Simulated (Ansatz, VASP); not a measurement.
MgO: VASP beside Ansatz

```
Mg O
1.0
     3.65293    0.00000    0.00000
    -1.82646    3.16353    0.00000
     0.00000    0.00000    4.19137
Mg O
2 2
Cartesian
  1.8265 1.0545 3.1435
  0.0000 2.1090 1.0478
  1.8265 1.0545 1.0478
  0.0000 2.1090 3.1435
```

Alike in both runs: task single point; functional PBE; k mesh 9 × 9 × 6; occupations gaussian, width 0.05 eV; no spin polarisation.

|  | VASP | Ansatz |
| --- | --- | --- |
| version | VASP 6.6.1 | Ansatz 0.2.0 |
| potentials or method | VASP PAW PBE potentials, release 64 (Mg, O), cutoff 520 eV | scalar-relativistic, plane waves, PAW |
| valence electrons in the cell | 16 | 32 |

VASP gave:

```
gap on the k mesh at the Fermi level (eV)                     : 3.04
least direct gap on the mesh (eV)                             : 3.04
pressure (GPa)                                                : -6.7
traceless stress, the component that is largest in VASP (GPa) : 3.36
```

**Question.** What did Ansatz give for the same quantities?

**Answer.** gap on the k mesh at the Fermi level (eV): 3.06; least direct gap on the mesh (eV): 3.06; pressure (GPa): -6.1; traceless stress, the component that is largest in VASP (GPa): 3.44.

VASP's potentials hold 16 valence electrons a cell and Ansatz's 32, so a difference there can come from the potentials and not from the codes.
